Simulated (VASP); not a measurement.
Wanted: the native input for a VASP 6.6.1 run.

* Task: single point
* Functional: PBE
* Potentials or basis: VASP PAW PBE potentials, release 64 (Ca_sv, O)
* Cutoff: 520 eV
* k mesh: 9 × 9 × 6
* Occupations: gaussian, width 0.05 eV
* Spin: no spin polarisation
* Dipole correction: no
* Further INCAR settings: ALGO = Normal; EDIFF = 1e-06; NBANDS = 24

The structure of CaO lies in POSCAR:

```
CaO
1.0
    3.6442533460      0.0000000000      0.0000000000
   -1.8221266730      3.9190088487      0.0000000000
    0.0000000000      0.0000000000      4.6154481346
Ca O
2 2
Direct
    0.3333333333      0.6666666667      0.7500000000
    0.6666666667      0.3333333333      0.2500000000
    0.3333333333      0.6666666667      0.2500000000
    0.6666666667      0.3333333333      0.7500000000
```

This cell differs from its parent crystal: strain +e along x and -e along y -0.1100, strain +e along z and -e/2 along x and y -0.0400.

These files were run (other wordings do the same):

INCAR

```
SYSTEM = CaO
ALGO = Normal
EDIFF = 1E-6
ENCUT = 520
GGA = PE
ISIF = 2
ISMEAR = 0
LASPH = .True.
LCHARG = .False.
LREAL = .False.
LWAVE = .False.
NBANDS = 24
NELM = 80
PREC = Accurate
SIGMA = 0.05
```

KPOINTS

```
k-points
0
Gamma
  9 9 6
  0 0 0
```

Potentials or basis: VASP PAW PBE potentials, release 64 (Ca_sv, O).

Command:

```console
$ cat potpaw_PBE.64/Ca_sv/POTCAR potpaw_PBE.64/O/POTCAR > POTCAR
$ mpirun -np 1 vasp_std > vasp.out
```

It gave:

* Pressure: 4.0 GPa
* Largest force: 0.880 eV/Å
* Band gap on the k mesh: 3.01 eV, direct

Caveat: the cell differs from its parent crystal (strain +e along x and -e along y -0.1100, strain +e along z and -e/2 along x and y -0.0400).

Wall time 3.9 min on 1 thread of Oxide Virtual Turin-like Processor, on a shared host, peak memory 0.24 GiB.
